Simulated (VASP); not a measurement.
# Be5H (P-62m) in VASP: relaxation of cell and atoms with PBE

Aim: the relaxation of cell and atoms of Be5H with PBE.

Everything below comes from runs of VASP 6.6.1. Logs are shortened: lines on timing, memory, paths and dates and some standing lists are left out, and cuts for length are marked.

## (1) The cell of the first run

The structure is hexagonal, space group P-62m (No. 189). Conventional cell: a = 3.852 Å, b = 3.852 Å, c = 3.531 Å, α = 90.00°, β = 90.00°, γ = 120.00°. Be (site symmetry -6) has 9 Be at 2.19 to 2.22 Å and 3 H at 2.22 Å within 2.9 Å. Be (site symmetry m2m) has 2 H at 2.18 Å and 10 Be at 2.19 to 2.23 Å within 2.9 Å. H (site symmetry -62m) has 12 Be at 2.18 to 2.22 Å within 2.9 Å.

The cell was built from a structure type or drawn by symmetry, and may not be a known phase.

## (2) Relaxation of cell and atoms, PBE

INCAR reads:

```
SYSTEM = Be5H
ALGO     = Normal         ! electronic algorithm
EDIFF    = 1E-6           ! SCF threshold, eV
EDIFFG   = -0.01          ! ionic threshold
ENCUT    = 600            ! plane-wave cutoff, eV
GGA      = PE             ! functional
IBRION   = 2              ! ionic algorithm
ISIF     = 3              ! what is computed and relaxed
ISMEAR   = 0              ! smearing method
LASPH    = .TRUE.         ! aspherical terms in the spheres
LCHARG   = .FALSE.        ! write CHGCAR
LREAL    = .FALSE.        ! projectors in reciprocal space
LWAVE    = .FALSE.        ! write WAVECAR
NELM     = 80             ! most SCF steps
NSW      = 100            ! ionic steps
PREC     = Accurate       ! precision mode
SIGMA    = 0.1            ! smearing width, eV
```

KPOINTS reads:

```
k-points
0
G
  12 12 10
  0 0 0
```

POSCAR reads:

```
Be5H
1.0
    3.8518202111      0.0000000000      0.0000000000
   -1.9259101055      3.3357741536      0.0000000000
    0.0000000000      0.0000000000      3.5311074304
Be H
5 1
Direct
    0.6666666667      0.3333333333      0.5000000000
    0.3315669424      0.0000000000      0.0000000000
    0.6684330576      0.6684330576      0.0000000000
    0.0000000000      0.3315669424      0.0000000000
    0.3333333333      0.6666666667      0.5000000000
    0.0000000000      0.0000000000      0.5000000000
```

Potentials or basis: VASP PAW PBE potentials, release 64 (Be, H).

Command:

```sh
> cat potpaw_PBE.64/Be/POTCAR potpaw_PBE.64/H/POTCAR > POTCAR
> mpirun -np 1 vasp_std > vasp.out
```

OUTCAR:

```text
SYSTEM = Be5H
   EDIFF = 1E-6
   EDIFFG = -0.01
   ENCUT = 600
   GGA = PE
   IBRION = 2
   ISIF = 3
   ISMEAR = 0
   LASPH = .TRUE.
   LREAL = .FALSE.
   NELM = 80
   NSW = 100
   PREC = Accurate

 ion  position               nearest neighbor table
   1  0.667  0.333  0.500-   4 2.19   4 2.19   2 2.19   2 2.19   3 2.19   3 2.19   5 2.22   5 2.22
                             5 2.22
   2  0.332  0.000  0.000-   5 2.19   5 2.19   1 2.19   1 2.19   4 2.21   3 2.21   3 2.23   4 2.23
                             3 2.23   4 2.23
   3  0.668  0.668  0.000-   1 2.19   1 2.19   5 2.19   5 2.19   4 2.21   2 2.21   4 2.23   2 2.23
                             2 2.23   4 2.23
   4  0.000  0.332  0.000-   1 2.19   1 2.19   5 2.19   5 2.19   2 2.21   3 2.21   3 2.23   2 2.23
                             2 2.23   3 2.23
   5  0.333  0.667  0.500-   2 2.19   2 2.19   4 2.19   4 2.19   3 2.19   3 2.19   1 2.22   1 2.22
                             1 2.22
   6  0.000  0.000  0.500-

  LATTYP: Found a hexagonal cell.
 ALAT       =     3.8518202111
 C/A-ratio  =     0.9167373441

  Lattice vectors:

 A1 = (   3.8518202111,   0.0000000000,   0.0000000000)
 A2 = (  -1.9259101055,   3.3357741536,   0.0000000000)
 A3 = (   0.0000000000,   0.0000000000,   3.5311074304)

Analysis of symmetry for initial positions (statically):
=====================================================================
 Subroutine PRICEL returns:
 Original cell was already a primitive cell.

 Routine SETGRP: Setting up the symmetry group for a
 hexagonal supercell.

 Subroutine GETGRP returns: Found 12 space group operations
 (whereof 12 operations were pure point group operations)
 out of a pool of 24 trial point group operations.

The static configuration has the point symmetry D_3h.

Analysis of symmetry for dynamics (positions and initial velocities):
=====================================================================
 Subroutine PRICEL returns:
 Original cell was already a primitive cell.

 Routine SETGRP: Setting up the symmetry group for a
 hexagonal supercell.

 Subroutine GETGRP returns: Found 12 space group operations
 (whereof 12 operations were pure point group operations)
 out of a pool of 24 trial point group operations.

The dynamic configuration has the point symmetry D_3h.

 Subroutine INISYM returns: Found 12 space group operations
 (whereof 12 operations are pure point group operations),
 and found     1 'primitive' translations

----------------------------------------------------------------------------------------

                                     Primitive cell

  volume of cell :      45.3705

  direct lattice vectors                    reciprocal lattice vectors
     3.851820211  0.000000000  0.000000000     0.259617517  0.149890243  0.000000000
    -1.925910106  3.335774154  0.000000000     0.000000000  0.299780487  0.000000000
     0.000000000  0.000000000  3.531107430     0.000000000  0.000000000  0.283197274

  length of vectors
     3.851820211  3.851820211  3.531107430     0.299780487  0.299780487  0.283197274

  position of ions in fractional coordinates (direct lattice)
     0.666666667  0.333333333  0.500000000
     0.331566942  0.000000000  0.000000000
     0.668433058  0.668433058  0.000000000
     1.000000000  0.331566942  0.000000000
     0.333333333  0.666666667  0.500000000
     0.000000000  0.000000000  0.500000000

  ion indices of the primitive-cell ions
   primitive index   ion index
                 1           1
                 2           2
                 3           3
                 4           4
                 5           5
                 6           6

----------------------------------------------------------------------------------------

 KPOINTS: k-points

Automatic generation of k-mesh.
 Grid dimensions read from file:
 generate k-points for:   12   12   10

 Generating k-lattice:

  Cartesian coordinates                     Fractional coordinates (reciprocal lattice)
     0.021634793  0.012490854  0.000000000     0.083333333 -0.000000000  0.000000000
     0.000000000  0.024981707  0.000000000     0.000000000  0.083333333  0.000000000
     0.000000000  0.000000000  0.028319727     0.000000000  0.000000000  0.100000000

  Length of vectors
     0.024981707  0.024981707  0.028319727

  Shift w.r.t. Gamma in fractional coordinates (k-lattice)
     0.000000000  0.000000000  0.000000000

 Subroutine IBZKPT returns following result:
 ===========================================

 Found    114 irreducible k-points:

 Following reciprocal coordinates:
            Coordinates               Weight
  0.000000  0.000000  0.000000      1.000000
  0.083333  0.000000  0.000000      6.000000
  0.166667  0.000000  0.000000      6.000000
  0.250000 -0.000000  0.000000      6.000000
  0.333333  0.000000  0.000000      6.000000
  0.416667 -0.000000  0.000000      6.000000
[... 16 lines left out ...]
  0.250000 -0.000000  0.100000     12.000000
  0.333333  0.000000  0.100000     12.000000
 [... further k-points ...]
   k-points           NKPTS =    114   k-points in BZ     NKDIM =    114   number of bands    NBANDS=      9
   number of dos      NEDOS =    301   number of ions     NIONS =      6
   total plane-waves  NPLWV =  28672
   dimension x,y,z NGX =    32 NGY =   32 NGZ =   28
   dimension x,y,z NGXF=    64 NGYF=   64 NGZF=   56
   ions per type =               5   1
   NGX,Y,Z   is equivalent  to a cutoff of  13.81, 13.81, 13.18 a.u.
   NGXF,Y,Z  is equivalent  to a cutoff of  27.62, 27.62, 26.37 a.u.
 SYSTEM =  Be5H
   PREC   = accura    normal or accurate (medium, high low for compatibility)
   ISTART =      0    job   : 0-new  1-cont  2-samecut
   ICHARG =      2    charge: 1-file 2-atom 10-const
   ISPIN  =      1    spin polarized calculation?
   LNONCOLLINEAR =      F non collinear calculations
   LSORBIT =      F    spin-orbit coupling
   LASPH  =      T    aspherical Exc in radial PAW
   ENCUT  =  600.0 eV  44.10 Ry    6.64 a.u.   7.69  7.69  7.05*2*pi/ulx,y,z
   NELM   =     80;   NELMIN=  2; NELMDL= -5     # of ELM steps
   EDIFF  = 0.1E-05   stopping-criterion for ELM
   LREAL  =      F    real-space projection
   EDIFFG = -.1E-01   stopping-criterion for IOM
   NSW    =    100    number of steps for IOM
   IBRION =      2    ionic relax: 0-MD 1-quasi-New 2-CG
   NFREE  =      1    steps in history (QN), initial steepest desc. (CG)
   ISIF   =      3    stress and relaxation
   ISYM   =      2    0-nonsym 1-usesym 2-fastsym
   POTIM  = 0.5000    time-step for ionic-motion
   TEBEG  =    0.0;   TEEND  =   0.0 temperature during run
   PSTRESS=    0.0 pullay stress
   NELECT =      11.0000    total number of electrons
   NUPDOWN=      -1.0000    fix difference up-down
   EMIN   =  10.00;   EMAX   =-10.00  energy-range for DOS
   EFERMI =   0.00;   METHOD = LEGACY
   ISMEAR =     0;   SIGMA  =   0.10  broadening in eV -4-tet -1-fermi 0-gaus
   EFERMI_NEDOS =   21; number of points for ismear=-14 and -15
   IALGO  =     38    algorithm
   IMIX   =      4    mixing-type and parameters
     AMIX     =   0.40;   BMIX     =  1.00
     AMIX_MAG =   1.60;   BMIX_MAG =  1.00
  volume/ion in A,a.u.               =       7.56        51.03
  Fermi-wavevector in a.u.,A,eV,Ry     =   1.020817  1.929064 14.178185  1.042067
  Thomas-Fermi vector in A             =   2.154407
   LORBIT       =      0    0 simple, 1 ext, 2 COOP (PROOUT), +10 PAW based schemes
   GGA     = PE    functional components
   LHFCALC =     F    Hartree Fock is set to
   AEXX    =    0.0000 exact exchange contribution
   IVDW    =     0    specifies the selected vdW correction
   LEPSILON=     F    determine dielectric tensor
   LRPA    =     F    only Hartree local field effects (RPA)
 conjugate gradient relaxation of ions
 non-spin polarized calculation
 Gauss-broadening in eV      SIGMA  =   0.10
  energy-cutoff  :      600.00
  volume of cell :       45.37
 maximum number of plane-waves:      1544
 NGX is ok and might be reduce to    32
   NGX = 15   NGY = 15   NGZ = 15

--------------------------------------- Ionic step        1  -------------------------------------------

 number of electron      11.0000000 magnetization

 Free energy of the ion-electron system (eV)
  ---------------------------------------------------
  ext. energy  EPLUGINS =         0.00000000
  ---------------------------------------------------
  free energy    TOTEN  =       -19.89230553 eV

  energy without entropy =      -19.88493585  energy(sigma->0) =      -19.88862069

------------------------ aborting loop because EDIFF is reached ----------------------------------------

  FORCE on cell =-STRESS in cart. coord.  units (eV):
  Direction    XX          YY          ZZ          XY          YZ          ZX
  --------------------------------------------------------------------------------------
  -------------------------------------------------------------------------------------
  Total        0.1923650      0.1923650     -0.2628699      0.0000000      0.0000000      0.0000000
  in kB        6.7930242      6.7930242     -9.2827749      0.0000000      0.0000000      0.0000000
  external PRESSURE =       1.4344245 kB  Pullay stress =       0.0000000 kB
[... 145 lines left out ...]
  energy  without entropy=      -19.8905652179  energy(sigma->0) =      -19.89334449

--------------------------------------- Ionic step        5  -------------------------------------------

 number of electron      11.0000000 magnetization

 Free energy of the ion-electron system (eV)
  ---------------------------------------------------
  ext. energy  EPLUGINS =         0.00000000
  ---------------------------------------------------
  free energy    TOTEN  =       -19.89624218 eV

  energy without entropy =      -19.89081300  energy(sigma->0) =      -19.89352759

 E-fermi :   5.5149     XC(G=0): -10.4116

 val. band max:        5.5033312408   @ k =   0.0833   0.0000   0.5000
 cond. band min:       5.5479300440   @ k =   0.4167   0.1667   0.0000
 fundamental gap:      0.0445988032
 Fermi energy:         5.5149096204

 k-point     1 :       0.0000    0.0000    0.0000
  band No.  band energies     occupation
      1      -5.2611      2.00000
      2       2.7334      2.00000
      3       3.5320      2.00000
      4       4.3859      2.00000
      5       4.3859      2.00000
      6       5.4086      1.86729
      7       7.2164      0.00000
      8       7.2164      0.00000
      9       7.4069      0.00000
[... 265 lines left out ...]
 k-point    24 :       0.3333    0.0000    0.1000
  band No.  band energies     occupation
      1      -4.0572      2.00000
      2      -0.5534      2.00000
      3       1.9653      2.00000
      4       3.3211      2.00000
      5       3.9867      2.00000
      6       6.7804      0.00000
      7       8.2026      0.00000
      8       9.8766      0.00000
      9      10.4621      0.00000

 [... further k-points ...]
[... 5 lines left out ...]
  --------------------------------------------------------------------------------------
  -------------------------------------------------------------------------------------
  Total       -0.0020486     -0.0020486      0.0115207     -0.0000000      0.0000000     -0.0000000
  in kB       -0.0723194     -0.0723194      0.4067034     -0.0000000      0.0000000     -0.0000000
  external PRESSURE =       0.0873549 kB  Pullay stress =       0.0000000 kB
[... 21 lines left out ...]
  FREE ENERGIE OF THE ION-ELECTRON SYSTEM (eV)
  ---------------------------------------------------
  free  energy   TOTEN  =       -19.8962421766 eV

  energy  without entropy=      -19.8908130008  energy(sigma->0) =      -19.89352759

 reached required accuracy - stopping structural energy minimisation
```

Run time: 44 s. Hardware: 1 thread of Intel Xeon 6975P-C (Granite Rapids), shared host; peak memory 0.2 GiB.

Results:

```
Free energy                           : -19.8962 eV
Relaxed volume                        : 7.56 Å³/atom
Relaxed cell                          : a = 3.868 Å, b = 3.868 Å, c = 3.503 Å, α = 90.00°, β = 90.00°, γ = 120.00°
Space group after relaxing (to 0.1 Å) : P-62m (No. 189)
Energy gained by relaxing             : 0.7 meV/atom
Ionic steps                           : 5
Pressure after relaxing               : 0.0 GPa
Band gap on the k mesh                : zero (an odd number of electrons rules out a gap without spin polarisation)
```

Step by step:
| step | energy change (eV) | largest force (eV/Å) | pressure (GPa) | volume (Å³) |
| --- | --- | --- | --- | --- |
| 1 | 0.0000 | 0.0940 | 0.14 | 45.37 |
| 2 | -0.0021 | 0.0625 | 0.00 | 45.41 |
| 3 | -0.0038 | 0.0081 | -0.30 | 45.51 |
| 4 | -0.0038 | 0.0023 | -0.28 | 45.50 |
| 5 | -0.0039 | 0.0013 | 0.01 | 45.38 |

Final structure:
```
Be H
1.0
     3.86775    0.00000    0.00000
    -1.93388    3.34957    0.00000
     0.00000    0.00000    3.50318
Be H
5 1
Direct
  0.66667 0.33333 0.50000
  0.32791 0.00000 0.00000
  0.67209 0.67209 0.00000
  0.00000 0.32791 0.00000
  0.33333 0.66667 0.50000
  0.00000 0.00000 0.50000
```

Levels at points of the mesh, in eV from the Fermi level:
| k point | band 4 | band 5 | band 6 | band 7 | band 8 | band 9 |
| --- | --- | --- | --- | --- | --- | --- |
| (0.00, 0.00, 0.00) | -1.13 | -1.13 | -0.11 | 1.70 | 1.70 | 1.89 |
| (0.50, 0.00, 0.00) | -1.94 | -0.23 | 1.01 | 2.05 | 3.72 | 5.39 |
| (0.00, 0.00, 0.50) | 0.66 | 0.66 | 0.75 | 1.31 | 1.31 | 1.69 |
| (0.50, 0.00, 0.50) | -4.93 | -2.40 | -1.34 | 1.03 | 3.03 | 9.09 |
